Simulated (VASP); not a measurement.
A run of VASP 6.6.1 is set up as follows.

The input INCAR:

```
PREC = Accurate
ENCUT = 520
EDIFF = 1E-7
ISMEAR = -1
SIGMA = 0.05
LREAL = False
LASPH = True
NELM = 100
ALGO = Normal
ISIF = 2
LWAVE = False
LCHARG = False
GGA = CA
NBANDS = 27
```

KPOINTS

```
regular mesh
0
Gamma
  7 7 7
```

POSCAR

```
KTaO3
1.0
    4.0147133525      0.0000000000      0.0000000000
    0.0000000000      4.0147133525      0.0000000000
    0.0000000000      0.0000000000      4.0147133525
Ta K O
1 1 3
Direct
    0.0000000000      0.0000000000      0.0000000000
    0.5000000000      0.5000000000      0.5000000000
    0.0000000000      0.0000000000      0.5000000000
    0.0000000000      0.5000000000      0.0000000000
    0.5000000000      0.0000000000      0.0000000000
```

Potentials or basis: VASP PAW LDA potentials, release 64 (Ta_pv, K_sv, O).

The run is started by

```bash
$ cat potpaw_LDA.64/Ta_pv/POTCAR potpaw_LDA.64/K_sv/POTCAR potpaw_LDA.64/O/POTCAR > POTCAR
$ mpirun -np 1 vasp_std > vasp.out
```

(1) What does it give for the pressure?

(2) Predict the band gap on the k mesh.

Answers

(1) -8.2 GPa.

(2) 2.04 eV (least direct gap 2.61 eV).

Caveat: the cell stands under tension; spin-orbit coupling is left out, which moves the levels of the heavy elements; an odd mesh through Γ misses points on the zone boundary, where band edges can lie.
